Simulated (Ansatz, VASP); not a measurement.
# ZnC20 in VASP and in Ansatz

Contents of INCAR:

```
SYSTEM = ZnC20
PREC = Accurate
ENCUT = 520
EDIFF = 1E-6
ISMEAR = 0
SIGMA = 0.1
LREAL = Auto
LASPH = .TRUE.
NELM = 60
ALGO = Normal
ISIF = 2
LWAVE = .FALSE.
LCHARG = .FALSE.
LDIPOL = .TRUE.
IDIPOL = 3
DIPOL = 0.5 0.5 0.305
NBANDS = 62
```

The input KPOINTS:

```
regular mesh
0
G
  6 4 1
  0 0 0
```

File POSCAR:

```
ZnC20
1.0
    4.8886233871      0.0000000000      0.0000000000
    0.0000000000      6.7320042669      0.0000000000
    0.0000000000      0.0000000000     21.8839971109
C Zn
20 1
Direct
    0.3122616933      0.2500214336      0.1827819653
    0.8122616933      0.2500214336      0.1827819653
    0.0622458232      0.2500214336      0.2150401427
    0.5622458232      0.2500214336      0.2150401427
    0.1871631966      0.7499785664      0.2311595931
    0.6871631966      0.7499785664      0.2311595931
    0.4371473264      0.7499785664      0.2634177704
    0.9371473264      0.7499785664      0.2634177704
    0.0620646998      0.2500214336      0.2795372209
    0.5620646998      0.2500214336      0.2795372209
    0.3120866039      0.2502324405      0.3109148215
    0.8120866039      0.2502324405      0.3109148215
    0.4365978075      0.7493867682      0.3348647304
    0.9365978075      0.7493867682      0.3348647304
    0.1858413160      0.7489256033      0.3603142387
    0.6858413160      0.7489256033      0.3603142387
    0.3122991399      0.2511940329      0.3782092305
    0.8122991399      0.2511940329      0.3782092305
    0.0624121594      0.2518203843      0.4059586129
    0.5624121594      0.2518203843      0.4059586129
    0.4790788260      0.2518203843      0.4722170753
```

Input for Ansatz:

```yaml
crystal:
  lattice:
    - [4.8886233871, 0.0, 0.0]
    - [0.0, 6.7320042669, 0.0]
    - [0.0, 0.0, 21.8839971109]
  atoms:
    - { symbol: C, position: [0.3122616933, 0.2500214336, 0.1827819653] }
    - { symbol: C, position: [0.8122616933, 0.2500214336, 0.1827819653] }
    - { symbol: C, position: [0.0622458232, 0.2500214336, 0.2150401427] }
    - { symbol: C, position: [0.5622458232, 0.2500214336, 0.2150401427] }
    - { symbol: C, position: [0.1871631966, 0.7499785664, 0.2311595931] }
    - { symbol: C, position: [0.6871631966, 0.7499785664, 0.2311595931] }
    - { symbol: C, position: [0.4371473264, 0.7499785664, 0.2634177704] }
    - { symbol: C, position: [0.9371473264, 0.7499785664, 0.2634177704] }
    - { symbol: C, position: [0.0620646998, 0.2500214336, 0.2795372209] }
    - { symbol: C, position: [0.5620646998, 0.2500214336, 0.2795372209] }
    - { symbol: C, position: [0.3120866039, 0.2502324405, 0.3109148215] }
    - { symbol: C, position: [0.8120866039, 0.2502324405, 0.3109148215] }
    - { symbol: C, position: [0.4365978075, 0.7493867682, 0.3348647304] }
    - { symbol: C, position: [0.9365978075, 0.7493867682, 0.3348647304] }
    - { symbol: C, position: [0.185841316, 0.7489256033, 0.3603142387] }
    - { symbol: C, position: [0.685841316, 0.7489256033, 0.3603142387] }
    - { symbol: C, position: [0.3122991399, 0.2511940329, 0.3782092305] }
    - { symbol: C, position: [0.8122991399, 0.2511940329, 0.3782092305] }
    - { symbol: C, position: [0.0624121594, 0.2518203843, 0.4059586129] }
    - { symbol: C, position: [0.5624121594, 0.2518203843, 0.4059586129] }
    - { symbol: Zn, position: [0.479078826, 0.2518203843, 0.4722170753] }
basis:
  ecutwfc: 420
kpoints:
  mp_grid: { grid: [6, 4, 1] }
hamiltonian:
  xc: lda
  pseudopotentials: { kind: paw, azcp: { folder: soft_1 } }
scf:
  occupations: { method: gaussian, width: 0.1 }
output:
  forces: true
  eigenvalues: true
efield:
  axis: 3
  dipole_correction: true
  ramp_width: 0.04
```

Alike in both runs: task single point; functional LDA; k mesh 6 × 4 × 1; occupations gaussian, width 0.1 eV; no spin polarisation.

```csv
,VASP,Ansatz
version,VASP 6.6.1,Ansatz 0.2.0
potentials or method,"VASP PAW LDA potentials, release 64 (C, Zn), cutoff 520 eV","scalar-relativistic, plane waves, PAW"
valence electrons in the cell,92,92
```

|  | VASP | Ansatz | Ansatz less VASP |
| --- | --- | --- | --- |
| gap on the k mesh at the Fermi level (eV) | none | none | - |
| rms of the force components (eV/Å) | 2.904 | 2.820 | -0.0838 |

Ansatz warns that its potentials were made for another functional, while VASP's fit it. LDA's correlation is that of Perdew and Zunger in VASP and of Perdew and Wang (1992) in Ansatz. Atom by atom the forces differ by 0.104 eV/Å (rms over components). A gap of «none» marks a metal or a gap that the smearing closes.
